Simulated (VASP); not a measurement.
# BN (P6_3/mmc) in VASP: further runs, part 2 of 2

VASP 6.6.1. The steps go on from the part before.

**4. Single point, LDA**

This run uses another cell than the first one, of the same volume but with other edges.

INCAR

```
PREC = Accurate
ENCUT = 520
EDIFF = 1E-6
ISMEAR = 0
SIGMA = 0.05
LREAL = False
LASPH = True
NELM = 100
ALGO = Normal
ISIF = 2
LWAVE = False
LCHARG = False
NBANDS = 16
```

KPOINTS

```
regular mesh
0
Gamma
  12 12 4
```

POSCAR

```
BN
1.0
    2.6973432957      0.0000000000      0.0000000000
   -1.3486716479      2.3359678167      0.0000000000
    0.0000000000      0.0000000000      5.7404481429
B N
2 2
Direct
    0.3333333333      0.6666666667      0.2500000000
    0.6666666667      0.3333333333      0.7500000000
    0.3333333333      0.6666666667      0.7500000000
    0.6666666667      0.3333333333      0.2500000000
```

Potentials or basis: VASP PAW LDA potentials, release 64 (B, N).

On the command line:

```console
cat potpaw_LDA.64/B/POTCAR potpaw_LDA.64/N/POTCAR > POTCAR
mpirun -np 1 vasp_std > vasp.out
```

OUTCAR:

```text
PREC = Accurate
   ENCUT = 520
   EDIFF = 1E-6
   ISMEAR = 0
   LREAL = False
   LASPH = True
   NELM = 100
   ISIF = 2

 ion  position               nearest neighbor table
   1  0.333  0.667  0.250-   4 1.56   4 1.56   4 1.56
   2  0.667  0.333  0.750-   3 1.56   3 1.56   3 1.56
   3  0.333  0.667  0.750-   2 1.56   2 1.56   2 1.56
   4  0.667  0.333  0.250-   1 1.56   1 1.56   1 1.56

  LATTYP: Found a hexagonal cell.
 ALAT       =     2.6973432957
 C/A-ratio  =     2.1281859643

  Lattice vectors:

 A1 = (   2.6973432957,   0.0000000000,   0.0000000000)
 A2 = (  -1.3486716479,   2.3359678167,   0.0000000000)
 A3 = (   0.0000000000,   0.0000000000,   5.7404481429)

Analysis of symmetry for initial positions (statically):
=====================================================================
 Subroutine PRICEL returns:
 Original cell was already a primitive cell.

 Routine SETGRP: Setting up the symmetry group for a
 hexagonal supercell.

 Subroutine GETGRP returns: Found 24 space group operations
 (whereof 12 operations were pure point group operations)
 out of a pool of 24 trial point group operations.

The static configuration has the point symmetry D_3d.
 The point group associated with its full space group is D_6h.

Analysis of symmetry for dynamics (positions and initial velocities):
=====================================================================
 Subroutine PRICEL returns:
 Original cell was already a primitive cell.

 Routine SETGRP: Setting up the symmetry group for a
 hexagonal supercell.

 Subroutine GETGRP returns: Found 24 space group operations
 (whereof 12 operations were pure point group operations)
 out of a pool of 24 trial point group operations.

The dynamic configuration has the point symmetry D_3d.
 The point group associated with its full space group is D_6h.

 Subroutine INISYM returns: Found 24 space group operations
 (whereof 12 operations are pure point group operations),
[... 116 lines left out ...]
   EFERMI_NEDOS =   21; number of points for ismear=-14 and -15
   IALGO  =     38    algorithm
   IMIX   =      4    mixing-type and parameters
     AMIX     =   0.40;   BMIX     =  1.00
     AMIX_MAG =   1.60;   BMIX_MAG =  1.00
  volume/ion in A,a.u.               =       9.04        61.02
  Fermi-wavevector in a.u.,A,eV,Ry     =   1.247379  2.357205 21.170055  1.555955
  Thomas-Fermi vector in A             =   2.381514
   LORBIT       =      0    0 simple, 1 ext, 2 COOP (PROOUT), +10 PAW based schemes
   GGA     = CA    functional components
   LHFCALC =     F    Hartree Fock is set to
   AEXX    =    0.0000 exact exchange contribution
   IVDW    =     0    specifies the selected vdW correction
   LEPSILON=     F    determine dielectric tensor
   LRPA    =     F    only Hartree local field effects (RPA)
 non-spin polarized calculation
 Gauss-broadening in eV      SIGMA  =   0.05
  energy-cutoff  :      520.00
  volume of cell :       36.17
 maximum number of plane-waves:       990
 NGX is ok and might be reduce to    20

 number of electron      16.0000000 magnetization

 Free energy of the ion-electron system (eV)
  ---------------------------------------------------
  ext. energy  EPLUGINS =         0.00000000
  ---------------------------------------------------
  free energy    TOTEN  =       -37.17182870 eV

  energy without entropy =      -37.17182870  energy(sigma->0) =      -37.17182870

 E-fermi :   2.9898     XC(G=0): -10.8883

 val. band max:        2.6857688532   @ k =   0.2500   0.2500   0.0000
 cond. band min:       6.1072783206   @ k =   0.5000  -0.0000   0.2500
 fundamental gap:      3.4215094674
 Fermi energy:         2.9897750066

 k-point     1 :       0.0000    0.0000    0.0000
  band No.  band energies     occupation
      1     -14.1905      2.00000
      2     -13.2958      2.00000
      3      -3.6655      2.00000
      4       0.6319      2.00000
      5       0.8462      2.00000
      6       0.8462      2.00000
[... 433 lines left out ...]
      3      -4.0571      2.00000
      4      -3.8004      2.00000
      5      -0.9772      2.00000
      6      -0.7966      2.00000
[... 8 lines left out ...]
     15      17.5609      0.00000
     16      17.7368      0.00000

 [... further k-points ...]
[... 5 lines left out ...]
  --------------------------------------------------------------------------------------
  -------------------------------------------------------------------------------------
  Total      -15.8604555    -15.8604555      0.7566809      0.0000000     -0.0000000      0.0000000
  in kB     -702.5502017   -702.5502016     33.5177214      0.0000000     -0.0000000      0.0000000
  external PRESSURE =    -457.1942273 kB  Pullay stress =       0.0000000 kB

 VOLUME and BASIS-vectors are now :
 -----------------------------------------------------------------------------
  energy-cutoff  :      520.00
  volume of cell :       36.17
      direct lattice vectors                 reciprocal lattice vectors
     2.697343296  0.000000000  0.000000000     0.370735161  0.214044045  0.000000000
    -1.348671648  2.335967817  0.000000000     0.000000000  0.428088090  0.000000000
     0.000000000  0.000000000  5.740448143     0.000000000  0.000000000  0.174202427

 POSITION                                       TOTAL-FORCE (eV/Angst)
 -----------------------------------------------------------------------------------
     -0.00000      1.55731      1.43511        -0.000000     -0.000000     -0.000000
      1.34867      0.77866      4.30534         0.000000      0.000000     -0.000000
     -0.00000      1.55731      4.30534        -0.000000      0.000000      0.000000
      1.34867      0.77866      1.43511         0.000000     -0.000000      0.000000
 -----------------------------------------------------------------------------------
    total drift:                               -0.000000      0.000000      0.000000

  FREE ENERGIE OF THE ION-ELECTRON SYSTEM (eV)
  ---------------------------------------------------
  free  energy   TOTEN  =       -37.1718286967 eV

  energy  without entropy=      -37.1718286967  energy(sigma->0) =      -37.17182870
```

OSZICAR:

```text
N       E                     dE             d eps       ncg     rms          rms(c)
DAV:   1     0.389859527920E+02    0.38986E+02   -0.78199E+03  1832   0.921E+02
DAV:   2    -0.366948148568E+02   -0.75681E+02   -0.68707E+02  2544   0.197E+02
DAV:   3    -0.396977516727E+02   -0.30029E+01   -0.29877E+01  2304   0.378E+01
DAV:   4    -0.397117180348E+02   -0.13966E-01   -0.13964E-01  2248   0.298E+00
DAV:   5    -0.397118105596E+02   -0.92525E-04   -0.92524E-04  2296   0.229E-01    0.934E+00
DAV:   6    -0.373756037993E+02    0.23362E+01   -0.43789E+00  2256   0.163E+01    0.390E+00
DAV:   7    -0.372451469157E+02    0.13046E+00   -0.25468E-01  2384   0.375E+00    0.259E+00
DAV:   8    -0.371778039357E+02    0.67343E-01   -0.17285E-01  2368   0.269E+00    0.523E-01
DAV:   9    -0.371718384198E+02    0.59655E-02   -0.11434E-02  2176   0.849E-01    0.126E-01
DAV:  10    -0.371718241965E+02    0.14223E-04   -0.72456E-04  2384   0.186E-01    0.210E-02
DAV:  11    -0.371718292258E+02   -0.50293E-05   -0.18305E-05  2432   0.300E-02    0.710E-03
DAV:  12    -0.371718286967E+02    0.52910E-06   -0.27946E-06  2072   0.107E-02
   1 F= -.37171829E+02 E0= -.37171829E+02  d E =-.258926E-19
```

Wall time 26 s (1 thread of Intel Xeon Platinum 8259CL at 2.50GHz (Skylake/Cascade Lake), shared host); peak memory 0.14 GiB.

What came out:

| Property | Result |
| --- | --- |
| Free energy | -37.1718 eV |
| Pressure | -45.7 GPa |
| Band gap on the k mesh | 3.42 eV, indirect (least direct gap 3.76 eV) |

Stress tensor (GPa, compression positive):
```
-70.26   0.00   0.00
  0.00 -70.26   0.00
  0.00   0.00   3.35
```

 A k mesh can miss the band edges.

**5. Single point, LDA**

This run uses another cell than the first one, of the same volume but with other edges.

INCAR

```
  PREC = Accurate
  ENCUT = 520
  EDIFF = 1E-6
  ISMEAR = 0
  SIGMA = 0.05
  LREAL = F
  LASPH = T
  NELM = 80
  ALGO = Normal
  ISIF = 2
  LWAVE = F
  LCHARG = F
  GGA = CA
  NBANDS = 16
```

KPOINTS is that of step 4.

POSCAR

```
BN
1.0
    2.2943082580      0.0000000000      0.0000000000
   -1.1471541290      1.9869292355      0.0000000000
    0.0000000000      0.0000000000      7.9344112779
B N
2 2
Direct
    0.3333333333      0.6666666667      0.2500000000
    0.6666666667      0.3333333333      0.7500000000
    0.3333333333      0.6666666667      0.7500000000
    0.6666666667      0.3333333333      0.2500000000
```

Potentials or basis: VASP PAW LDA potentials, release 64 (B, N).

On the command line:

```console
cat potpaw_LDA.64/B/POTCAR potpaw_LDA.64/N/POTCAR > POTCAR
mpirun -np 1 vasp_std > vasp.out
```

OUTCAR:

```text
PREC = Accurate
   ENCUT = 520
   EDIFF = 1E-6
   ISMEAR = 0
   LREAL = F
   LASPH = T
   NELM = 80
   ISIF = 2
   GGA = CA

 ion  position               nearest neighbor table
   1  0.333  0.667  0.250-   4 1.32   4 1.32   4 1.32
   2  0.667  0.333  0.750-   3 1.32   3 1.32   3 1.32
   3  0.333  0.667  0.750-   2 1.32   2 1.32   2 1.32
   4  0.667  0.333  0.250-   1 1.32   1 1.32   1 1.32

  LATTYP: Found a hexagonal cell.
 ALAT       =     2.2943082580
 C/A-ratio  =     3.4583021921

  Lattice vectors:

 A1 = (   2.2943082580,   0.0000000000,   0.0000000000)
 A2 = (  -1.1471541290,   1.9869292355,   0.0000000000)
 A3 = (   0.0000000000,   0.0000000000,   7.9344112779)

Analysis of symmetry for initial positions (statically):
=====================================================================
 Subroutine PRICEL returns:
 Original cell was already a primitive cell.

 Routine SETGRP: Setting up the symmetry group for a
 hexagonal supercell.

 Subroutine GETGRP returns: Found 24 space group operations
 (whereof 12 operations were pure point group operations)
 out of a pool of 24 trial point group operations.

The static configuration has the point symmetry D_3d.
 The point group associated with its full space group is D_6h.

Analysis of symmetry for dynamics (positions and initial velocities):
=====================================================================
 Subroutine PRICEL returns:
 Original cell was already a primitive cell.

 Routine SETGRP: Setting up the symmetry group for a
 hexagonal supercell.

 Subroutine GETGRP returns: Found 24 space group operations
 (whereof 12 operations were pure point group operations)
 out of a pool of 24 trial point group operations.

The dynamic configuration has the point symmetry D_3d.
 The point group associated with its full space group is D_6h.
[... 116 lines left out ...]
   EMIN   =  10.00;   EMAX   =-10.00  energy-range for DOS
   EFERMI =   0.00;   METHOD = LEGACY
   ISMEAR =     0;   SIGMA  =   0.05  broadening in eV -4-tet -1-fermi 0-gaus
   EFERMI_NEDOS =   21; number of points for ismear=-14 and -15
   IALGO  =     38    algorithm
   IMIX   =      4    mixing-type and parameters
     AMIX     =   0.40;   BMIX     =  1.00
     AMIX_MAG =   1.60;   BMIX_MAG =  1.00
  volume/ion in A,a.u.               =       9.04        61.02
  Fermi-wavevector in a.u.,A,eV,Ry     =   1.247379  2.357205 21.170055  1.555955
  Thomas-Fermi vector in A             =   2.381514
   LORBIT       =      0    0 simple, 1 ext, 2 COOP (PROOUT), +10 PAW based schemes
   GGA     = CA    functional components
   LHFCALC =     F    Hartree Fock is set to
   AEXX    =    0.0000 exact exchange contribution
   IVDW    =     0    specifies the selected vdW correction
   LEPSILON=     F    determine dielectric tensor
   LRPA    =     F    only Hartree local field effects (RPA)
 non-spin polarized calculation
 Gauss-broadening in eV      SIGMA  =   0.05
  energy-cutoff  :      520.00
  volume of cell :       36.17
 maximum number of plane-waves:      1019
 NGX is ok and might be reduce to    18

 number of electron      15.9999997 magnetization

 Free energy of the ion-electron system (eV)
  ---------------------------------------------------
  ext. energy  EPLUGINS =         0.00000000
  ---------------------------------------------------
  free energy    TOTEN  =       -36.64129843 eV

  energy without entropy =      -36.64129843  energy(sigma->0) =      -36.64129843

 E-fermi :   2.2359     XC(G=0):  -9.8562

 val. band max:        1.9361425547   @ k =   0.3333   0.3333   0.5000
 cond. band min:       5.6632099873   @ k =   0.0000   0.0000   0.0000
 fundamental gap:      3.7270674326
 Fermi energy:         2.2358562722

 k-point     1 :       0.0000    0.0000    0.0000
  band No.  band energies     occupation
      1     -17.1960      2.00000
      2     -17.1335      2.00000
      3      -5.2795      2.00000
      4      -4.5372      2.00000
      5       0.9621      2.00000
      6       0.9621      2.00000
[... 433 lines left out ...]
      3      -5.4466      2.00000
      4      -5.4423      2.00000
      5      -1.9308      2.00000
      6      -1.9269      2.00000
[... 8 lines left out ...]
     15      19.0819      0.00000
     16      21.3377      0.00000

 [... further k-points ...]
[... 5 lines left out ...]
  --------------------------------------------------------------------------------------
  -------------------------------------------------------------------------------------
  Total       24.3269216     24.3269216     -0.3231191     -0.0000000      0.0000000      0.0000000
  in kB     1077.5783597   1077.5783596    -14.3127924     -0.0000000      0.0000000      0.0000000
  external PRESSURE =     713.6146423 kB  Pullay stress =       0.0000000 kB

 VOLUME and BASIS-vectors are now :
 -----------------------------------------------------------------------------
  energy-cutoff  :      520.00
  volume of cell :       36.17
      direct lattice vectors                 reciprocal lattice vectors
     2.294308258  0.000000000  0.000000000     0.435861222  0.251644594  0.000000000
    -1.147154129  1.986929235  0.000000000     0.000000000  0.503289187  0.000000000
     0.000000000  0.000000000  7.934411278     0.000000000  0.000000000  0.126033295

 POSITION                                       TOTAL-FORCE (eV/Angst)
 -----------------------------------------------------------------------------------
     -0.00000      1.32462      1.98360        -0.000000      0.000000      0.000000
      1.14715      0.66231      5.95081         0.000000     -0.000000      0.000000
     -0.00000      1.32462      5.95081        -0.000000     -0.000000      0.000000
      1.14715      0.66231      1.98360         0.000000      0.000000      0.000000
 -----------------------------------------------------------------------------------
    total drift:                               -0.000000      0.000000      0.000000

  FREE ENERGIE OF THE ION-ELECTRON SYSTEM (eV)
  ---------------------------------------------------
  free  energy   TOTEN  =       -36.6412984339 eV

  energy  without entropy=      -36.6412984339  energy(sigma->0) =      -36.64129843
```

OSZICAR:

```text
N       E                     dE             d eps       ncg     rms          rms(c)
DAV:   1     0.537052322376E+02    0.53705E+02   -0.82232E+03  1856   0.926E+02
DAV:   2    -0.405252190065E+02   -0.94230E+02   -0.85186E+02  2496   0.225E+02
DAV:   3    -0.435715015465E+02   -0.30463E+01   -0.30337E+01  2344   0.398E+01
DAV:   4    -0.435906312762E+02   -0.19130E-01   -0.19127E-01  2344   0.357E+00
DAV:   5    -0.435908486801E+02   -0.21740E-03   -0.21740E-03  2328   0.346E-01    0.138E+01
DAV:   6    -0.377698931293E+02    0.58210E+01   -0.75992E+00  2088   0.210E+01    0.628E+00
DAV:   7    -0.368314325016E+02    0.93846E+00   -0.12900E+00  2448   0.790E+00    0.354E+00
DAV:   8    -0.366452543416E+02    0.18618E+00   -0.41174E-01  2344   0.449E+00    0.554E-01
DAV:   9    -0.366407923970E+02    0.44619E-02   -0.23457E-02  2000   0.116E+00    0.251E-01
DAV:  10    -0.366412275143E+02   -0.43512E-03   -0.11301E-03  2160   0.273E-01    0.338E-02
DAV:  11    -0.366412895820E+02   -0.62068E-04   -0.11068E-04  2264   0.662E-02    0.342E-02
DAV:  12    -0.366412983162E+02   -0.87342E-05   -0.95596E-06  2192   0.207E-02    0.209E-03
DAV:  13    -0.366412984339E+02   -0.11774E-06   -0.43772E-07  1864   0.533E-03
   1 F= -.36641298E+02 E0= -.36641298E+02  d E =-.119233E-18
```

stdout:

```text
POSCAR found type information on POSCAR B N
 POSCAR found :  2 types and       4 ions
 scaLAPACK will be used
 LDA part: xc-table for (Slater(with rela. corr.)+CA(PZ))
 , standard interpolation
 POSCAR, INCAR and KPOINTS ok, starting setup
 FFT: planning ... GRIDC
 FFT: planning ... GRID_SOFT
 FFT: planning ... GRID
 WAVECAR not read
 entering main loop
```

Wall time 28 s (1 thread of Intel Xeon Platinum 8259CL at 2.50GHz (Skylake/Cascade Lake), shared host); peak memory 0.14 GiB.

What came out:

| Property | Result |
| --- | --- |
| Free energy | -36.6413 eV |
| Pressure | 71.4 GPa |
| Band gap on the k mesh | 3.73 eV, indirect (least direct gap 4.70 eV) |

Stress tensor (GPa, compression positive):
```
107.76   0.00   0.00
  0.00 107.76   0.00
  0.00   0.00  -1.43
```

 A k mesh can miss the band edges.

**6. Summary**

```tsv
cell	gap on the mesh (eV)	pressure (GPa)
a = 2.538, b = 2.538, c = 6.482 Å, angles 90.0, 90.0, 120.0°, 4 atoms	3.95	-13.3
a = 2.464, b = 2.464, c = 6.881 Å, angles 90.0, 90.0, 120.0°, 4 atoms	4.20	7.7
a = 2.697, b = 2.697, c = 5.740 Å, angles 90.0, 90.0, 120.0°, 4 atoms	3.42	-45.7
a = 2.294, b = 2.294, c = 7.934 Å, angles 90.0, 90.0, 120.0°, 4 atoms	3.73	71.4
```

Alike in all rows: task single point; level LDA; potentials or basis VASP PAW LDA potentials, release 64 (B, N); no spin polarisation; k mesh 12 × 12 × 4; cutoff (eV) 520; smearing gaussian 0.05 eV.

Total energies depend on the potentials used, so only differences within one code and one set of settings carry meaning.
